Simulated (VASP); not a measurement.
# AlCu6 (P4/mmm) in VASP: notebook

The runs below take AlCu6 through relaxation of cell and atoms, with PBE.

Program: VASP 6.6.1. These are calculated values, not measurements. Logs are shortened: lines on timing, memory, paths and dates and some standing lists are left out, and cuts for length are marked.

### Step 1. The cell of the first run

It takes space group P4/mmm (No. 123, tetragonal). The conventional cell has a = 5.322 Å, b = 5.322 Å, c = 3.400 Å, α = 90.00°, β = 90.00°, γ = 90.00°. Al (site symmetry 4/mmm) has 20 Cu at 2.66 to 3.43 Å and 2 Al at 3.40 Å within 3.5 Å. Within 2.5 Å of Cu (site symmetry m2m) lie 4 Cu at 1.88 to 2.16 Å. Within 2.9 Å of Cu (site symmetry mmm) lie 4 Cu at 2.16 Å and 2 Al at 2.66 Å.

The cell was generated, and may not be a known phase.

### Step 2. Relaxation of cell and atoms, PBE

Input file INCAR:

```
SYSTEM = AlCu6
PREC = Accurate
ENCUT = 600
EDIFF = 1E-7
ISMEAR = 0
SIGMA = 0.2
LREAL = .FALSE.
LASPH = .TRUE.
NELM = 120
ALGO = Normal
ISIF = 3
LWAVE = .FALSE.
LCHARG = .FALSE.
GGA = PE
IBRION = 2
NSW = 36
EDIFFG = -0.08
GGA_COMPAT = .FALSE.
NELMIN = 4
```

Input file KPOINTS:

```
regular mesh
0
G
  3 3 5
  0 0 0
```

Input file POSCAR:

```
AlCu6
1.0
    5.3223850400      0.0000000000      0.0000000000
    0.0000000000      5.3223850400      0.0000000000
    0.0000000000      0.0000000000      3.4001515800
Al Cu
1 6
Direct
    0.0000000000      0.0000000000      0.5000000000
    0.2501322000      0.5000000000      0.0000000000
    0.7498678000      0.5000000000      0.0000000000
    0.5000000000      0.2501322000      0.0000000000
    0.5000000000      0.7498678000      0.0000000000
    0.0000000000      0.5000000000      0.5000000000
    0.5000000000      0.0000000000      0.5000000000
```

Potentials or basis: VASP PAW PBE potentials, release 64 (Al, Cu).

Launch:

```
$ cat potpaw_PBE.64/Al/POTCAR potpaw_PBE.64/Cu/POTCAR > POTCAR
$ mpirun -np 1 vasp_std > vasp.out
```

OUTCAR:

```text
SYSTEM = AlCu6
   PREC = Accurate
   ENCUT = 600
   EDIFF = 1E-7
   ISMEAR = 0
   LREAL = .FALSE.
   LASPH = .TRUE.
   NELM = 120
   ISIF = 3
   GGA = PE
   IBRION = 2
   NSW = 36
   EDIFFG = -0.08
   NELMIN = 4

 ion  position               nearest neighbor table
   1  0.000  0.000  0.500-   6 2.66   7 2.66   6 2.66   7 2.66
   2  0.250  0.500  0.000-   4 1.88   5 1.88   6 2.16   6 2.16   3 2.66   3 2.66
   3  0.750  0.500  0.000-   4 1.88   5 1.88   6 2.16   6 2.16   2 2.66   2 2.66
   4  0.500  0.250  0.000-   2 1.88   3 1.88   7 2.16   7 2.16   5 2.66   5 2.66
   5  0.500  0.750  0.000-   2 1.88   3 1.88   7 2.16   7 2.16   4 2.66   4 2.66
   6  0.000  0.500  0.500-   2 2.16   3 2.16   2 2.16   3 2.16   1 2.66   1 2.66
   7  0.500  0.000  0.500-   4 2.16   5 2.16   4 2.16   5 2.16   1 2.66   1 2.66

  LATTYP: Found a simple tetragonal cell.
 ALAT       =     5.3223850400
 C/A-ratio  =     0.6388398349

  Lattice vectors:

 A1 = (   5.3223850400,   0.0000000000,   0.0000000000)
 A2 = (   0.0000000000,   5.3223850400,   0.0000000000)
 A3 = (   0.0000000000,   0.0000000000,   3.4001515800)

Analysis of symmetry for initial positions (statically):
=====================================================================
 Subroutine PRICEL returns:
 Original cell was already a primitive cell.

 Routine SETGRP: Setting up the symmetry group for a
 simple tetragonal supercell.

 Subroutine GETGRP returns: Found 16 space group operations
 (whereof 16 operations were pure point group operations)
 out of a pool of 16 trial point group operations.

The static configuration has the point symmetry D_4h.

Analysis of symmetry for dynamics (positions and initial velocities):
=====================================================================
 Subroutine PRICEL returns:
 Original cell was already a primitive cell.

 Routine SETGRP: Setting up the symmetry group for a
 simple tetragonal supercell.

 Subroutine GETGRP returns: Found 16 space group operations
 (whereof 16 operations were pure point group operations)
 out of a pool of 16 trial point group operations.

The dynamic configuration has the point symmetry D_4h.

 Subroutine INISYM returns: Found 16 space group operations
 (whereof 16 operations are pure point group operations),
 and found     1 'primitive' translations

----------------------------------------------------------------------------------------

                                     Primitive cell

  volume of cell :      96.3188

  direct lattice vectors                    reciprocal lattice vectors
     5.322385040  0.000000000  0.000000000     0.187885693  0.000000000  0.000000000
     0.000000000  5.322385040  0.000000000     0.000000000  0.187885693  0.000000000
     0.000000000  0.000000000  3.400151580     0.000000000  0.000000000  0.294104535

  length of vectors
     5.322385040  5.322385040  3.400151580     0.187885693  0.187885693  0.294104535

  position of ions in fractional coordinates (direct lattice)
     0.000000000  0.000000000  0.500000000
     0.250132200  0.500000000  0.000000000
     0.749867800  0.500000000  0.000000000
     0.500000000  0.250132200  0.000000000
     0.500000000  0.749867800  0.000000000
     0.000000000  0.500000000  0.500000000
     0.500000000  0.000000000  0.500000000

  ion indices of the primitive-cell ions
   primitive index   ion index
                 1           1
                 2           2
                 3           3
                 4           4
                 5           5
                 6           6
                 7           7

----------------------------------------------------------------------------------------

 KPOINTS: regular mesh

Automatic generation of k-mesh.
 Grid dimensions read from file:
 generate k-points for:    3    3    5

 Generating k-lattice:

  Cartesian coordinates                     Fractional coordinates (reciprocal lattice)
     0.062628564  0.000000000  0.000000000     0.333333333  0.000000000  0.000000000
     0.000000000  0.062628564  0.000000000     0.000000000  0.333333333  0.000000000
     0.000000000  0.000000000  0.058820907     0.000000000  0.000000000  0.200000000

  Length of vectors
     0.062628564  0.062628564  0.058820907

  Shift w.r.t. Gamma in fractional coordinates (k-lattice)
     0.000000000  0.000000000  0.000000000

 Subroutine IBZKPT returns following result:
 ===========================================

 Found      9 irreducible k-points:

 Following reciprocal coordinates:
            Coordinates               Weight
  0.000000  0.000000  0.000000      1.000000
  0.333333  0.000000  0.000000      4.000000
  0.333333  0.333333  0.000000      4.000000
  0.000000  0.000000  0.200000      2.000000
  0.333333  0.000000  0.200000      8.000000
  0.333333  0.333333  0.200000      8.000000
  0.000000  0.000000  0.400000      2.000000
  0.333333  0.000000  0.400000      8.000000
  0.333333  0.333333  0.400000      8.000000
   k-points           NKPTS =      9   k-points in BZ     NKDIM =      9   number of bands    NBANDS=     41
   number of dos      NEDOS =    301   number of ions     NIONS =      7
   total plane-waves  NPLWV =  64512
   dimension x,y,z NGX =    48 NGY =   48 NGZ =   28
   dimension x,y,z NGXF=    96 NGYF=   96 NGZF=   56
   ions per type =               1   6
   NGX,Y,Z   is equivalent  to a cutoff of  14.99, 14.99, 13.69 a.u.
   NGXF,Y,Z  is equivalent  to a cutoff of  29.99, 29.99, 27.38 a.u.
 SYSTEM =  AlCu6
   PREC   = accura    normal or accurate (medium, high low for compatibility)
   ISTART =      0    job   : 0-new  1-cont  2-samecut
   ICHARG =      2    charge: 1-file 2-atom 10-const
   ISPIN  =      1    spin polarized calculation?
   LNONCOLLINEAR =      F non collinear calculations
   LSORBIT =      F    spin-orbit coupling
   LASPH  =      T    aspherical Exc in radial PAW
   ENCUT  =  600.0 eV  44.10 Ry    6.64 a.u.  10.63 10.63  6.79*2*pi/ulx,y,z
   NELM   =    120;   NELMIN=  4; NELMDL= -5     # of ELM steps
   EDIFF  = 0.1E-06   stopping-criterion for ELM
   LREAL  =      F    real-space projection
   EDIFFG = -.8E-01   stopping-criterion for IOM
   NSW    =     36    number of steps for IOM
   IBRION =      2    ionic relax: 0-MD 1-quasi-New 2-CG
   NFREE  =      1    steps in history (QN), initial steepest desc. (CG)
   ISIF   =      3    stress and relaxation
   ISYM   =      2    0-nonsym 1-usesym 2-fastsym
   POTIM  = 0.5000    time-step for ionic-motion
   TEBEG  =    0.0;   TEEND  =   0.0 temperature during run
   PSTRESS=    0.0 pullay stress
   NELECT =      69.0000    total number of electrons
   NUPDOWN=      -1.0000    fix difference up-down
   EMIN   =  10.00;   EMAX   =-10.00  energy-range for DOS
   EFERMI =   0.00;   METHOD = LEGACY
   ISMEAR =     0;   SIGMA  =   0.20  broadening in eV -4-tet -1-fermi 0-gaus
   EFERMI_NEDOS =   21; number of points for ismear=-14 and -15
   IALGO  =     38    algorithm
   IMIX   =      4    mixing-type and parameters
     AMIX     =   0.40;   BMIX     =  1.00
     AMIX_MAG =   1.60;   BMIX_MAG =  1.00
  volume/ion in A,a.u.               =      13.76        92.86
  Fermi-wavevector in a.u.,A,eV,Ry     =   1.464831  2.768130 29.194434  2.145730
  Thomas-Fermi vector in A             =   2.580760
   LORBIT       =      0    0 simple, 1 ext, 2 COOP (PROOUT), +10 PAW based schemes
   GGA     = PE    functional components
   LHFCALC =     F    Hartree Fock is set to
   AEXX    =    0.0000 exact exchange contribution
   IVDW    =     0    specifies the selected vdW correction
   LEPSILON=     F    determine dielectric tensor
   LRPA    =     F    only Hartree local field effects (RPA)
 conjugate gradient relaxation of ions
 non-spin polarized calculation
 Gauss-broadening in eV      SIGMA  =   0.20
  energy-cutoff  :      600.00
  volume of cell :       96.32
 maximum number of plane-waves:      3228
 NGX is ok and might be reduce to    42
   NGX = 21   NGY = 21   NGZ = 13

--------------------------------------- Ionic step        1  -------------------------------------------

 number of electron      69.0000007 magnetization

 Free energy of the ion-electron system (eV)
  ---------------------------------------------------
  ext. energy  EPLUGINS =         0.00000000
  ---------------------------------------------------
  free energy    TOTEN  =       -15.24337451 eV

  energy without entropy =      -15.17527556  energy(sigma->0) =      -15.20932503

 E-fermi :   6.8339     XC(G=0): -11.4760

 val. band max:        6.7638212315   @ k =   0.0000   0.0000   0.4000
 cond. band min:       6.8422121346   @ k =   0.3333   0.0000   0.2000
 fundamental gap:      0.0783909031
 Fermi energy:         6.8339171149

 k-point     1 :       0.0000    0.0000    0.0000
  band No.  band energies     occupation
      1      -2.4146      2.00000
      2       0.1208      2.00000
      3       1.2140      2.00000
      4       1.3026      2.00000
      5       1.5102      2.00000
      6       1.7768      2.00000
[... 501 lines left out ...]
  FREE ENERGIE OF THE ION-ELECTRON SYSTEM (eV)
  ---------------------------------------------------
  free  energy   TOTEN  =       -18.2305758104 eV

  energy  without entropy=      -18.1636946453  energy(sigma->0) =      -18.19713523

 E-fermi :   3.6554     XC(G=0):  -9.9612

 val. band max:        3.6280964742   @ k =   0.3333   0.0000   0.0000
 cond. band min:       3.6913103419   @ k =   0.3333   0.0000   0.2000
 fundamental gap:      0.0632138677
 Fermi energy:         3.6554126422

 k-point     1 :       0.0000    0.0000    0.0000
  band No.  band energies     occupation
      1      -3.5859      2.00000
      2      -0.8949      2.00000
      3      -0.7964      2.00000
      4       0.0437      2.00000
      5       0.4217      2.00000
      6       0.5153      2.00000
[... 385 lines left out ...]
     40       7.3801      0.00000
     41       8.1477      0.00000

[... ionic steps 4 to 10 ...]

--------------------------------------- Ionic step       11  -------------------------------------------

 number of electron      68.9999854 magnetization

------------------------ aborting loop because EDIFF is reached ----------------------------------------

  FORCE on cell =-STRESS in cart. coord.  units (eV):
  Direction    XX          YY          ZZ          XY          YZ          ZX
  --------------------------------------------------------------------------------------
  -------------------------------------------------------------------------------------
  Total        1.2928836      1.2928836      1.4220531      0.0000000      0.0000000     -0.0000000
  in kB       16.7824817     16.7824817     18.4591868      0.0000000      0.0000000     -0.0000000
  external PRESSURE =      17.3413834 kB  Pullay stress =       0.0000000 kB
[... 67 lines left out ...]
  energy  without entropy=      -21.2323379533  energy(sigma->0) =      -21.25703914

--------------------------------------- Ionic step       13  -------------------------------------------

 number of electron      68.9999943 magnetization

 Free energy of the ion-electron system (eV)
  ---------------------------------------------------
  ext. energy  EPLUGINS =         0.00000000
  ---------------------------------------------------
  free energy    TOTEN  =       -21.29711079 eV

  energy without entropy =      -21.24397497  energy(sigma->0) =      -21.27054288

 E-fermi :   3.9687     XC(G=0): -10.0996

 val. band max:        3.8867860358   @ k =   0.0000   0.0000   0.2000
 cond. band min:       4.0484333171   @ k =   0.3333   0.0000   0.2000
 fundamental gap:      0.1616472813
 Fermi energy:         3.9686862201

 k-point     1 :       0.0000    0.0000    0.0000
  band No.  band energies     occupation
      1      -3.5432      2.00000
      2      -0.7342      2.00000
      3      -0.5538      2.00000
      4       0.2750      2.00000
      5       0.4210      2.00000
      6       0.6175      2.00000
[... 419 lines left out ...]
  FREE ENERGIE OF THE ION-ELECTRON SYSTEM (eV)
  ---------------------------------------------------
  free  energy   TOTEN  =       -21.2971107934 eV

  energy  without entropy=      -21.2439749651  energy(sigma->0) =      -21.27054288

 reached required accuracy - stopping structural energy minimisation
```

It took 26 min on 1 thread of Intel Xeon 8259CL, shared host; peak memory 0.27 GiB.

What came out:

* Free energy: -21.2971 eV
* Relaxed volume: 18.15 Å³/atom
* Relaxed cell: a = 5.509 Å, b = 5.509 Å, c = 4.186 Å, α = 90.00°, β = 90.00°, γ = 90.00°
* Space group after relaxing (to 0.1 Å): P4/mmm (No. 123)
* Energy gained by relaxing: 864.8 meV/atom
* Ionic steps: 13
* Pressure after relaxing: -0.3 GPa
* Largest force after relaxing: 0.014 eV/Å
* Band gap on the k mesh: zero (an odd number of electrons rules out a gap without spin polarisation)

Forces in eV/Å, atoms in the order of the input:
```
Al   0.000  0.000  0.000
Cu   0.014  0.000  0.000
Cu  -0.014  0.000  0.000
Cu   0.000  0.014  0.000
Cu   0.000 -0.014  0.000
Cu   0.000  0.000  0.000
Cu   0.000  0.000  0.000
```

Step by step:
```csv
step,energy change (eV),largest force (eV/Å),pressure (GPa),volume (Å³)
1,0.0000,9.1948,48.64,96.32
2,-2.3191,3.1276,2.01,166.64
3,-2.9872,2.9299,1.69,155.97
4,-3.5492,2.8065,2.13,147.05
5,-4.7644,1.9536,9.05,119.95
6,-5.5212,0.1699,-4.77,141.63
7,-5.5840,0.1870,-2.55,135.88
8,-5.7816,0.2678,-1.27,131.24
9,-5.8680,0.8986,0.68,126.37
10,-6.0109,0.4561,1.10,124.66
11,-6.0375,0.0060,1.73,123.43
12,-6.0384,0.0675,1.65,123.60
13,-6.0537,0.0136,-0.27,127.06
```

Final structure:
```cif
data_structure
_symmetry_space_group_name_H-M 'P 1'
_symmetry_Int_Tables_number 1
_cell_length_a 5.5091
_cell_length_b 5.5091
_cell_length_c 4.1864
_cell_angle_alpha 90.000
_cell_angle_beta 90.000
_cell_angle_gamma 90.000
_cell_volume 127.06
loop_
_atom_site_label
_atom_site_type_symbol
_atom_site_fract_x
_atom_site_fract_y
_atom_site_fract_z
_atom_site_occupancy
Al1 Al 0.00000 0.00000 0.50000 1
Cu1 Cu 0.20795 0.50000 0.00000 1
Cu2 Cu 0.79205 0.50000 0.00000 1
Cu3 Cu 0.50000 0.20795 0.00000 1
Cu4 Cu 0.50000 0.79205 0.00000 1
Cu5 Cu 0.00000 0.50000 0.50000 1
Cu6 Cu 0.50000 0.00000 0.50000 1
```

Levels at points of the mesh, in eV from the Fermi level:
| k point | band 31 | band 32 | band 33 | band 34 | band 35 | band 36 | band 37 | band 38 |
| --- | --- | --- | --- | --- | --- | --- | --- | --- |
| (0.00, 0.00, 0.00) | -1.06 | -1.04 | -1.04 | -1.01 | -0.76 | 0.83 | 2.23 | 3.19 |

Caveat: the k points lie up to 0.38 Å⁻¹ apart in the final cell, too coarse for converged energies and pressures of a metal; the volume moved by over 15 % at a fixed basis, so the end points are rough.

(Part 1 of 2 ends here.)

The gap in the log of VASP goes by the Fermi energy; the results here count the filled bands.